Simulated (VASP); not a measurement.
# Al2O3 (P-3m1) in VASP: further runs, part 2 of 2

VASP 6.6.1. Earlier steps stand in the parts before.

**3. Relaxation of cell and atoms, r2SCAN**

This run uses another cell than the first one, of 11.95 Å³/atom, 1.018 times its volume.

The input, POSCAR:

```
Al2O3
1.0
    3.0174825440      0.0000000000      0.0000000000
   -1.5087412720      2.6132165386      0.0000000000
    0.0000000000      0.0000000000      7.5746360022
Al O
2 3
Direct
    0.0000000000      0.0000000000      0.2779510000
    0.0000000000      0.0000000000      0.7220490000
    0.3333333300      0.6666666700      0.1994540000
    0.6666666700      0.3333333300      0.8005460000
    0.0000000000      0.0000000000      0.5000000000
```

The input, INCAR.step1:

```
PREC = Accurate
ENCUT = 600
ISMEAR = 0
SIGMA = 0.02
LREAL = False
LASPH = True
NELM = 60
GGA = PE
ALGO = Normal
EDIFF = 1E-4
LWAVE = True
LCHARG = False
```

The input, INCAR.step2:

```
PREC = Accurate
ENCUT = 600
EDIFF = 1E-6
ISMEAR = 0
SIGMA = 0.02
LREAL = False
LASPH = True
NELM = 60
ALGO = Normal
ISIF = 3
LWAVE = False
LCHARG = False
METAGGA = R2SCAN
LMIXTAU = True
IBRION = 2
NSW = 100
EDIFFG = -0.005
ISTART = 1
```

The input, KPOINTS:

```
Automatic mesh
0
Gamma
  12 12 4
```

Potentials or basis: VASP PAW PBE potentials, release 64 (Al, O).

Run with:

```bash
> cat potpaw_PBE.64/Al/POTCAR potpaw_PBE.64/O/POTCAR > POTCAR
> cp INCAR.step1 INCAR
> mpirun -np 1 vasp_std > vasp.out
> cp INCAR.step2 INCAR
> mpirun -np 1 vasp_std > vasp.out
```

OUTCAR:

```text
PREC = Accurate
   ENCUT = 600
   EDIFF = 1E-6
   ISMEAR = 0
   LREAL = False
   LASPH = True
   NELM = 60
   ISIF = 3
   METAGGA = R2SCAN
   IBRION = 2
   NSW = 100
   EDIFFG = -0.005
   ISTART = 1

 ion  position               nearest neighbor table
   1  0.000  0.000  0.278-   5 1.68   3 1.84   3 1.84   3 1.84   2 3.36
   2  0.000  0.000  0.722-   5 1.68   4 1.84   4 1.84   4 1.84   1 3.36
   3  0.333  0.667  0.199-   1 1.84   1 1.84   1 1.84
   4  0.667  0.333  0.801-   2 1.84   2 1.84   2 1.84
   5  0.000  0.000  0.500-   1 1.68   2 1.68

  LATTYP: Found a hexagonal cell.
 ALAT       =     3.0174825440
 C/A-ratio  =     2.5102501478

  Lattice vectors:

 A1 = (   3.0174825440,   0.0000000000,   0.0000000000)
 A2 = (  -1.5087412720,   2.6132165386,   0.0000000000)
 A3 = (   0.0000000000,   0.0000000000,   7.5746360022)

Analysis of symmetry for initial positions (statically):
=====================================================================
 Subroutine PRICEL returns:
 Original cell was already a primitive cell.

 Routine SETGRP: Setting up the symmetry group for a
 hexagonal supercell.

 Subroutine GETGRP returns: Found 12 space group operations
 (whereof 12 operations were pure point group operations)
 out of a pool of 24 trial point group operations.

The static configuration has the point symmetry D_3d.

Analysis of symmetry for dynamics (positions and initial velocities):
=====================================================================
 Subroutine PRICEL returns:
 Original cell was already a primitive cell.

 Routine SETGRP: Setting up the symmetry group for a
 hexagonal supercell.

 Subroutine GETGRP returns: Found 12 space group operations
 (whereof 12 operations were pure point group operations)
 out of a pool of 24 trial point group operations.

[... 128 lines left out ...]
  Fermi-wavevector in a.u.,A,eV,Ry     =   1.208049  2.282882 19.856107  1.459383
  Thomas-Fermi vector in A             =   2.343669
   LORBIT       =      0    0 simple, 1 ext, 2 COOP (PROOUT), +10 PAW based schemes
   METAGGA = R2SCAN    functional components
   LHFCALC =     F    Hartree Fock is set to
   AEXX    =    0.0000 exact exchange contribution
   IVDW    =     0    specifies the selected vdW correction
   LEPSILON=     F    determine dielectric tensor
   LRPA    =     F    only Hartree local field effects (RPA)
 conjugate gradient relaxation of ions
 non-spin polarized calculation
 Gauss-broadening in eV      SIGMA  =   0.02
  energy-cutoff  :      600.00
  volume of cell :       59.73
 maximum number of plane-waves:      2025
   NGX = 13   NGY = 13   NGZ = 31

--------------------------------------- Ionic step        1  -------------------------------------------

 number of electron      24.0000008 magnetization

 Free energy of the ion-electron system (eV)
  ---------------------------------------------------
  ext. energy  EPLUGINS =         0.00000000
  ---------------------------------------------------
  free energy    TOTEN  =       -46.62571025 eV

  energy without entropy =      -46.62571025  energy(sigma->0) =      -46.62571025

------------------------ aborting loop because EDIFF is reached ----------------------------------------

  FORCE on cell =-STRESS in cart. coord.  units (eV):
  Direction    XX          YY          ZZ          XY          YZ          ZX
  --------------------------------------------------------------------------------------
  -------------------------------------------------------------------------------------
  Total       -2.1184018     -2.1184018     -2.2611521      0.0000000      0.0000000     -0.0000000
  in kB      -56.8246774    -56.8246774    -60.6538580      0.0000000      0.0000000     -0.0000000
  external PRESSURE =     -58.1010709 kB  Pullay stress =       0.0000000 kB
[... 221 lines left out ...]
--------------------------------------- Ionic step        7  -------------------------------------------

 number of electron      24.0000008 magnetization

 Free energy of the ion-electron system (eV)
  ---------------------------------------------------
  ext. energy  EPLUGINS =         0.00000000
  ---------------------------------------------------
  free energy    TOTEN  =       -46.66514670 eV

  energy without entropy =      -46.66514670  energy(sigma->0) =      -46.66514670

 E-fermi :   3.9130     XC(G=0): -10.2945

 val. band max:        3.8053113882   @ k =   0.0000   0.0000   0.0000
 cond. band min:       6.9285328742   @ k =   0.0000   0.0000   0.0000
 fundamental gap:      3.1232214860
 Fermi energy:         3.9129771641

 k-point     1 :       0.0000    0.0000    0.0000
  band No.  band energies     occupation
      1     -17.1192      2.00000
      2     -16.9274      2.00000
      3     -14.1542      2.00000
      4      -2.2283      2.00000
      5      -0.9949      2.00000
      6      -0.2084      2.00000
[... 433 lines left out ...]
      3     -14.0364      2.00000
      4      -2.2673      2.00000
      5      -1.2697      2.00000
      6      -1.1088      2.00000
[... 8 lines left out ...]
     15      12.0760      0.00000
     16      14.1751      0.00000

 [... further k-points ...]
[... 5 lines left out ...]
  --------------------------------------------------------------------------------------
  -------------------------------------------------------------------------------------
  Total       -0.0067153     -0.0067153      0.0176860      0.0000000      0.0000000      0.0000000
  in kB       -0.1859968     -0.1859968      0.4898577      0.0000000      0.0000000      0.0000000
  external PRESSURE =       0.0392880 kB  Pullay stress =       0.0000000 kB
[... 20 lines left out ...]
  FREE ENERGIE OF THE ION-ELECTRON SYSTEM (eV)
  ---------------------------------------------------
  free  energy   TOTEN  =       -46.6651467029 eV

  energy  without entropy=      -46.6651467029  energy(sigma->0) =      -46.66514670

 reached required accuracy - stopping structural energy minimisation
```

OUTCAR.step1:

```text
PREC = Accurate
   ENCUT = 600
   ISMEAR = 0
   LREAL = False
   LASPH = True
[... 688 lines left out ...]
      0.00000      0.00000      5.46926         0.000000      0.000000     -0.072754
     -0.00000      1.74214      1.51079         0.000000     -0.000000      0.094490
      1.50874      0.87107      6.06384        -0.000000      0.000000     -0.094490
      0.00000      0.00000      3.78732         0.000000      0.000000     -0.000000
 -----------------------------------------------------------------------------------
    total drift:                                0.000000      0.000000      0.000000

  FREE ENERGIE OF THE ION-ELECTRON SYSTEM (eV)
  ---------------------------------------------------
  free  energy   TOTEN  =       -36.2015942048 eV

  energy  without entropy=      -36.2015942048  energy(sigma->0) =      -36.20159420
```

Wall time 40 min (1 thread of AMD EPYC 7R43 (Zen 3), shared host); peak memory 0.2 GiB.

What came out:

* Free energy: -46.6651 eV
* Relaxed volume: 11.57 Å³/atom
* Relaxed cell: a = 2.984 Å, b = 2.984 Å, c = 7.503 Å, α = 90.00°, β = 90.00°, γ = 120.00°
* Space group after relaxing (to 0.05 Å): P-3m1 (No. 164)
* Energy gained by relaxing: 7.9 meV/atom
* Ionic steps: 7
* Pressure after relaxing: 0.0 GPa
* Largest force after relaxing: 0.003 eV/Å
* Band gap on the k mesh: 3.12 eV, direct

Forces on the atoms (eV/Å):
```
Al   0.000  0.000  0.000
Al   0.000  0.000  0.000
O    0.000  0.000 -0.003
O    0.000  0.000  0.003
O    0.000  0.000  0.000
```

The path:
| step | energy change (eV) | largest force (eV/Å) | pressure (GPa) | volume (Å³) |
| --- | --- | --- | --- | --- |
| 1 | 0.0000 | 0.4153 | -5.81 | 59.73 |
| 2 | 0.0065 | 0.5811 | 6.99 | 56.06 |
| 3 | -0.0383 | 0.2106 | -0.05 | 57.92 |
| 4 | -0.0338 | 0.4962 | 0.05 | 57.73 |
| 5 | -0.0394 | 0.0141 | -0.04 | 57.86 |
| 6 | -0.0394 | 0.0128 | -0.04 | 57.86 |
| 7 | -0.0394 | 0.0031 | 0.00 | 57.85 |

Final structure:
```xyz
5
Lattice="2.9837 0.0000 0.0000 -1.4918 2.5839 0.0000 0.0000 0.0000 7.5031" Properties=species:S:1:pos:R:3 pbc="T T T"
Al    0.0000    0.0000    2.0854
Al    1.4918    2.5839    5.4177
O     0.0000    1.7226    1.5064
O     1.4918    0.8613    5.9967
O    -1.4918    2.5839    3.7515
```

Caveat: the PAW data sets were made with another functional, which shifts forces and pressure a little. r2SCAN opens gaps a little over a GGA but as a rule still falls short of measured ones.
